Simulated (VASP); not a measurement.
LaSb:

```
La Sb
1.0
     0.00000    3.27550    3.27550
     3.27550    0.00000    3.27550
     3.27550    3.27550    0.00000
La Sb
1 1
Direct
  0.00000 0.00000 0.00000
  0.50000 0.50000 0.50000
```

- Program: VASP 6.6.1
- Task: relaxation of cell and atoms
- Functional: PBEsol
- Potentials or basis: VASP PAW PBE potentials, release 64 (La, Sb)
- Cutoff: 600 eV
- k mesh: 12 × 12 × 12
- Occupations: gaussian, width 0.1 eV
- Spin: no spin polarisation

At the start: pressure -2.4 GPa; volume 35.14 Å³/atom.

Question: Where does the relaxation end?

Answer: Over 3 steps the energy falls by 12.1 meV/atom and the volume is 33.57 Å³/atom (-4.5 %); space group Fm-3m (No. 225, to 0.05 Å).

The path:
```tsv
step	energy change (eV)	largest force (eV/Å)	pressure (GPa)	volume (Å³)
1	0.0000	0.0000	-2.38	70.28
2	-0.0126	0.0000	1.88	65.10
3	-0.0243	0.0000	0.00	67.15
```

Final structure:
```xyz
2
Lattice="0.0000 3.2260 3.2260 3.2260 0.0000 3.2260 3.2260 3.2260 0.0000" Properties=species:S:1:pos:R:3 pbc="T T T"
La    0.0000    0.0000    0.0000
Sb    3.2260    3.2260    3.2260
```

Caveat: the PAW data sets were made with another functional, which shifts forces and pressure a little.
